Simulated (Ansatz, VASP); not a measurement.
## Mg in VASP and in Ansatz

POSCAR

```
Mg
1.0
    3.1792646675      0.0000000000      0.0000000000
   -1.5896323337      2.7533239674      0.0000000000
    0.0000000000      0.0000000000      5.1568903974
Mg
2
Direct
    0.3333333333      0.6666666667      0.2500000000
    0.6666666667      0.3333333333      0.7500000000
```

File INCAR.step1:

```
PREC = Accurate
ENCUT = 520
ISMEAR = 1
SIGMA = 0.1
LREAL = False
LASPH = True
NELM = 100
NBANDS = 9
GGA = PE
ALGO = Normal
EDIFF = 1E-4
LWAVE = True
LCHARG = False
```

The input INCAR.step2:

```
PREC = Accurate
ENCUT = 520
EDIFF = 1E-6
ISMEAR = 1
SIGMA = 0.1
LREAL = False
LASPH = True
NELM = 100
ALGO = Normal
ISIF = 2
LWAVE = False
LCHARG = True
METAGGA = R2SCAN
LMIXTAU = True
LELF = True
LVHAR = True
NBANDS = 9
ISTART = 1
```

File KPOINTS:

```
regular mesh
0
Gamma
  11 11 6
```

Input for Ansatz:

```yaml
crystal:
  lattice:
    - [3.1792646675, 0.0, 0.0]
    - [-1.5896323337, 2.7533239674, 0.0]
    - [0.0, 0.0, 5.1568903974]
  atoms:
    - { symbol: Mg, position: [0.3333333333, 0.6666666667, 0.25] }
    - { symbol: Mg, position: [0.6666666667, 0.3333333333, 0.75] }
hamiltonian:
  xc: r2scan
  pseudopotentials:
    kind: paw
    azcp:
      Mg: "pseudopotentials/Mg.paw.azcp"
basis:
  ecutwfc: 500
  fft_grid_basis: typed
kpoints:
  mp_grid: { grid: [11, 11, 6], shift: [0, 0, 0] }
magnetization:
  spin_polarized: false
scf:
  occupations: { method: cold, width: 0.1 }
  lower_state_search: "off"
output:
  stress: true
```

Alike in both runs: task single point; functional r2SCAN; k mesh 11 × 11 × 6; no spin polarisation.

|  | VASP | Ansatz |
| --- | --- | --- |
| version | VASP 6.6.1 | Ansatz 0.2.0 |
| potentials or method | VASP PAW PBE potentials, release 64 (Mg), cutoff 520 eV | plane waves (500 eV) with PAW, scalar-relativistic |
| occupations | methfessel-paxton of order 1, width 0.1 eV | cold, width 0.1 eV |
| valence electrons in the cell | 4 | 20 |

Ansatz gave:

| Quantity | Value |
| --- | --- |
| pressure (GPa) | 0.0 |
| traceless stress, the component that is largest in VASP (GPa) | -0.21 |

**Question.** Estimate VASP's values.

**Answer.** Pressure (GPa): -0.3; traceless stress, the component that is largest in VASP (GPa): -0.07.

VASP's potentials were made for PBE, not for r2SCAN. VASP's potentials hold 4 valence electrons a cell and Ansatz's 20, so a difference there can come from the potentials and not from the codes.
